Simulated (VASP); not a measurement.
Here is a VASP 6.6.1 calculation.

File INCAR:

```
SYSTEM = FeO
PREC = Accurate
ENCUT = 600
EDIFF = 1E-6
ISMEAR = -1
SIGMA = 0.05
LREAL = .False.
LASPH = .True.
NELM = 200
ALGO = Normal
ISIF = 2
LWAVE = .False.
LCHARG = .False.
ISPIN = 2
MAGMOM = 3 0
LORBIT = 11
LMAXMIX = 4
GGA = PE
NBANDS = 22
GGA_COMPAT = .False.
```

The input KPOINTS:

```
regular mesh
0
Gamma
  11 11 11
  0 0 0
```

Contents of POSCAR:

```
FeO
1.0
    1.4878158575      0.8589908858      2.4681429078
   -1.4878158575      0.8589908858      2.4681429078
    0.0000000000     -1.7179817717      2.4681429078
Fe O
1 1
Direct
    0.0000000000      0.0000000000      0.0000000000
    0.5000000000      0.5000000000      0.5000000000
```

Potentials or basis: VASP PAW PBE potentials, release 64 (Fe_sv, O).

Run with:

```console
$ cat potpaw_PBE.64/Fe_sv/POTCAR potpaw_PBE.64/O/POTCAR > POTCAR
$ mpirun -np 1 vasp_std > vasp.out
```

Problem. What does it give for the site moments?

Solution. Fe +3.47; O +0.31 μB.

Problem. What does it give for the band gap on the k mesh?

Solution. Zero (filled and empty bands overlap).

Problem. What does it give for the net moment?

Solution. 4.00 μB per cell.

Problem. What does it give for the pressure?

Solution. 9.1 GPa.

Stress tensor (GPa, compression positive):
```
9.35 0.00 0.00
0.00 9.35 0.00
0.00 0.00 8.54
```

Caveat: the cell stands under pressure; a cell with one magnetic atom can't hold antiferromagnetic order, which such compounds often take; semilocal functionals often make such compounds metallic where correlation or magnetic order opens a gap, which also shifts bond lengths. With open d or f shells a metallic result of PBE can be an artefact of self-interaction; +U or a hybrid may open a gap.
